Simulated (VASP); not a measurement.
## Si2WC3: single point with PBE

Crystal: Si2WC3.

```xyz
6
Lattice="4.9031 0.0000 0.0000 -2.4516 4.2462 0.0000 0.0000 0.0000 2.8305" Properties=species:S:1:pos:R:3 pbc="T T T"
Si    2.4516    1.4154    2.9219
Si    0.0000    2.8308    2.9219
W     0.0000    0.0000    1.5065
C     1.2258    2.1231    1.5066
C     2.4516    0.0000    1.5066
C    -1.2258    2.1231    1.5066
```

```
Program                : VASP 6.6.1
Task                   : single point
Functional             : PBE
Potentials or basis    : VASP PAW PBE potentials, release 64 (Si, W_sv, C)
Cutoff                 : 600 eV
k mesh                 : 4 × 4 × 5
Occupations            : gaussian, width 0.2 eV
Spin                   : no spin polarisation
Dipole correction      : no
Further INCAR settings : ALGO = Normal; EDIFF = 1e-06; NBANDS = 26
```

| Quantity | Value |
| --- | --- |
| Pressure | -0.2 GPa |
| Band gap on the k mesh | zero (band 17 reaches 12.25 eV, above the bottom of band 18 at 10.24 eV) |

Levels at points of the mesh, in eV from the Fermi level:
| k point | band 14 | band 15 | band 16 | band 17 | band 18 | band 19 | band 20 | band 21 |
| --- | --- | --- | --- | --- | --- | --- | --- | --- |
| (0.00, 0.00, 0.00) | -0.48 | 0.31 | 0.31 | 0.38 | 1.06 | 1.06 | 1.19 | 1.26 |
| (0.50, 0.00, 0.00) | -3.15 | -2.04 | -0.95 | -0.07 | 0.45 | 2.00 | 2.21 | 2.71 |

It took 42 s on 1 thread of Intel Xeon 8259CL, with other jobs on the host, peak memory 0.19 GiB.

Caveat: the k points lie up to 0.44 Å⁻¹ apart; spin-orbit coupling is left out, which moves the levels of the heavy elements.
